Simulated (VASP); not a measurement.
Ga3Se, 4 atoms in the cell. The structure is cubic, space group Pm-3m (No. 221). Conventional cell: a = 4.408 Å, b = 4.408 Å, c = 4.408 Å, α = 90.00°, β = 90.00°, γ = 90.00°. Within 4.1 Å of Ga (site symmetry 4/mmm) lie 8 Ga at 3.12 Å and 4 Se at 3.12 Å. Se (site symmetry m-3m) has 12 Ga at 3.12 Å within 4.1 Å. 

| Property | Result |
| --- | --- |
| Program | VASP 6.6.1 |
| Task | single point |
| Functional | PBE |
| Potentials or basis | VASP PAW PBE potentials, release 64 (Ga_d, Se) |
| Cutoff | 520 eV |
| k mesh | 10 × 10 × 10 |
| Occupations | gaussian, width 0.1 eV |
| Spin | no spin polarisation |
| Dipole correction | no |
| Further INCAR settings | ALGO = Normal; EDIFF = 1e-06; NBANDS = 30 |

Potentials or basis: VASP PAW PBE potentials, release 64 (Ga_d, Se).

Command:

```bash
$ cat potpaw_PBE.64/Ga_d/POTCAR potpaw_PBE.64/Se/POTCAR > POTCAR
$ mpirun -np 1 vasp_std > vasp.out
```

Hardware: 1 thread of Intel Xeon 8259CL, with other jobs on the host.

How long does it take, and how much memory?

It took 2.4 min on 1 thread of Intel Xeon 8259CL (shared host), peak memory 0.28 GiB. Counts: scf iterations 12, k points 56.
